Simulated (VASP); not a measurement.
Write the native input for VASP 6.6.1 that does the following.

- Task: single point
- Functional: PBE
- Potentials or basis: VASP PAW PBE potentials, release 64 (Ta_pv, Si)
- Cutoff: 520 eV
- k mesh: 10 × 10 × 10
- Occupations: fermi-dirac, width 0.08 eV
- Spin: no spin polarisation
- Dipole correction: no
- Further INCAR settings: ALGO = Normal; EDIFF = 1e-06; NBANDS = 14

The structure of TaSi (zincblende type) lies in POSCAR:

```
TaSi
1.0
    0.0000000000      2.8851912417      2.8851912417
    2.8851912417      0.0000000000      2.8851912417
    2.8851912417      2.8851912417      0.0000000000
Ta Si
1 1
Direct
    0.0000000000      0.0000000000      0.0000000000
    0.2500000000      0.2500000000      0.2500000000
```

One way to write it, as run:

INCAR

```
SYSTEM = TaSi
PREC     = Accurate       ! precision mode
ENCUT    = 520            ! plane-wave cutoff, eV
EDIFF    = 1E-6           ! SCF threshold, eV
ISMEAR   = -1             ! smearing method
SIGMA    = 0.08           ! smearing width, eV
LREAL    = .False.        ! projectors in reciprocal space
LASPH    = .True.         ! aspherical terms in the spheres
NELM     = 80             ! most SCF steps
ALGO     = Normal         ! electronic algorithm
ISIF     = 2              ! what is computed and relaxed
LWAVE    = .False.        ! write WAVECAR
LCHARG   = .False.        ! write CHGCAR
GGA      = PE             ! functional
NBANDS   = 14             ! bands
```

KPOINTS

```
Automatic mesh
0
Gamma
  10 10 10
  0 0 0
```

Potentials or basis: VASP PAW PBE potentials, release 64 (Ta_pv, Si).

Command:

```bash
$ cat potpaw_PBE.64/Ta_pv/POTCAR potpaw_PBE.64/Si/POTCAR > POTCAR
$ mpirun -np 1 vasp_std > vasp.out
```

Results of the run:

```yaml
Pressure: 0.0 GPa
Band_gap_on_the_k_mesh: zero (an odd number of electrons rules out a gap without spin polarisation)
```

Caveat: spin-orbit coupling is left out, which moves the levels of the heavy elements.

It took 48 s on 1 thread of Intel Xeon 8259CL (shared host), peak memory 0.18 GiB.
